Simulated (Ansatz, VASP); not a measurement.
**Hf in VASP and in Ansatz**

The input INCAR:

```
SYSTEM = Hf
ALGO = Normal
DIPOL = 0.5 0.5 0.500
EDIFF = 1E-7
ENCUT = 520
GGA = PS
IDIPOL = 3
ISIF = 2
ISMEAR = -1
LASPH = .True.
LCHARG = .False.
LDIPOL = .True.
LREAL = .False.
LWAVE = .False.
NBANDS = 17
NELM = 80
PREC = Accurate
SIGMA = 0.08
```

Contents of KPOINTS:

```
k-points
0
Gamma
  12 12 1
  0 0 0
```

Contents of POSCAR:

```
Hf
1.0
    3.1584504466      0.0000000000      0.0000000000
   -1.5792252233      2.7352983234      0.0000000000
    0.0000000000      0.0000000000     18.5009000000
Hf
2
Direct
    0.8333333330      0.1666666670      0.4324113852
    0.1666666670      0.8333333330      0.5675886148
```

Input for Ansatz:

```yaml
crystal:
  lattice:
    - [3.1584504466, 0.0, 0.0]
    - [-1.5792252233, 2.7352983234, 0.0]
    - [0.0, 0.0, 18.5009]
  atoms:
    - { symbol: Hf, position: [0.833333333, 0.166666667, 0.4324113852] }
    - { symbol: Hf, position: [0.166666667, 0.833333333, 0.5675886148] }
kpoints:
  mp_grid: { grid: [12, 12, 1] }
scf:
  occupations: { method: fermi_dirac, width: 0.08 }
hamiltonian:
  xc: pbesol
  pseudopotentials: { kind: paw }
output:
  forces: true
  stress: true
  eigenvalues: true
  populations: true
efield:
  axis: 3
  amplitude: 0
  dipole_correction: true
```

Alike in both runs: task single point; functional PBEsol; k mesh 12 × 12 × 1; occupations fermi-dirac, width 0.08 eV; no spin polarisation.

|  | VASP | Ansatz |
| --- | --- | --- |
| version | VASP 6.6.1 | Ansatz 0.2.0 |
| potentials or method | VASP PAW PBE potentials, release 64 (Hf_pv) | PAW with Ansatz's default frozen-core files, scalar-relativistic |
| plane-wave cutoff (eV) | 520 | 420 |
| valence electrons in the cell | 20 | 52 |

```csv
,VASP,Ansatz,Ansatz less VASP
rms of the force components (eV/Å),0.716,0.691,-0.0252
```

VASP's potentials were made for PBE, not for PBEsol. Atom by atom the forces differ by 0.025 eV/Å (rms over components). VASP's potentials hold 20 valence electrons a cell and Ansatz's 52, so a difference there can come from the potentials and not from the codes.

Spin-orbit coupling is off throughout.
